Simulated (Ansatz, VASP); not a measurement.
Two plane-wave programs on GaSb

POSCAR

```
GaSb
1.0
    0.0000000000      3.0479500000      3.0479500000
    3.0479500000      0.0000000000      3.0479500000
    3.0479500000      3.0479500000      0.0000000000
Ga Sb
1 1
Direct
    0.0000000000      0.0000000000      0.0000000000
    0.2500000000      0.2500000000      0.2500000000
```

INCAR.step1

```
ALGO = Normal
EDIFF = 1E-5
ENCUT = 550
GGA = PE
GGA_COMPAT = False
ISMEAR = 0
LASPH = True
LCHARG = False
LREAL = False
LSORBIT = True
LWAVE = True
MAGMOM = 0 0 0 0 0 0
NBANDS = 30
NELM = 200
PREC = Accurate
SIGMA = 0.01
```

The input INCAR.step2:

```
ALGO = Normal
EDIFF = 1E-6
ENCUT = 550
GGA_COMPAT = False
ISIF = 2
ISMEAR = 0
ISTART = 1
LASPH = True
LCHARG = False
LMIXTAU = True
LORBIT = 11
LORBMOM = True
LREAL = False
LSORBIT = True
LWAVE = False
MAGMOM = 0 0 0 0 0 0
METAGGA = R2SCAN
NBANDS = 30
NELM = 200
PREC = Accurate
SIGMA = 0.01
```

Contents of KPOINTS:

```
k-points
0
Gamma
  10 10 10
```

Input for Ansatz:

```yaml
crystal:
  lattice:
    - [0.0, 3.04795, 3.04795]
    - [3.04795, 0.0, 3.04795]
    - [3.04795, 3.04795, 0.0]
  atoms:
    - { symbol: Ga, position: [0.0, 0.0, 0.0] }
    - { symbol: Sb, position: [0.25, 0.25, 0.25] }
scf:
  occupations: { method: gaussian, width: 0.01 }
  n_extra_bands: 8
output:
  eigenvalues: true
  eigenstates:
    kpoints:
      - [0, 0, 0]
      - [0, 0.0015, 0.0015]
      - [0, 0.003, 0.003]
      - [0, 0.0045, 0.0045]
      - [0, 0.006, 0.006]
      - [0.001061, 0.001061, 0.002121]
      - [0.002121, 0.002121, 0.004243]
      - [0.003182, 0.003182, 0.006364]
      - [0.004243, 0.004243, 0.008485]
    e_range: [-1.5, 2]
  write_density: true
  write_potential: true
  elf: true
  volumetric_format: npy
hamiltonian:
  xc: r2scan
  pseudopotentials: { kind: paw_fr }
kpoints:
  mp_grid: { grid: [10, 10, 10] }
magnetization:
  noncollinear: true
  spin_orbit: true
```

Alike in both runs: task single point; functional r2SCAN; k mesh 10 × 10 × 10; occupations gaussian, width 0.01 eV; non-collinear spin, spin-orbit coupling.

|  | VASP | Ansatz |
| --- | --- | --- |
| version | VASP 6.6.1 | Ansatz 0.2.0 |
| potentials or method | VASP PAW PBE potentials, release 64 (Ga_d, Sb) | plane waves, PAW |
| plane-wave cutoff (eV) | 550 | 500 |
| valence electrons in the cell | 18 | 28 |

```tsv
	VASP	Ansatz	Ansatz less VASP
net moment per atom (μB)	0.00	0.00	0.000
```

VASP's potentials were made for PBE, not for r2SCAN. VASP's potentials hold 18 valence electrons a cell and Ansatz's 28, so a difference there can come from the potentials and not from the codes.
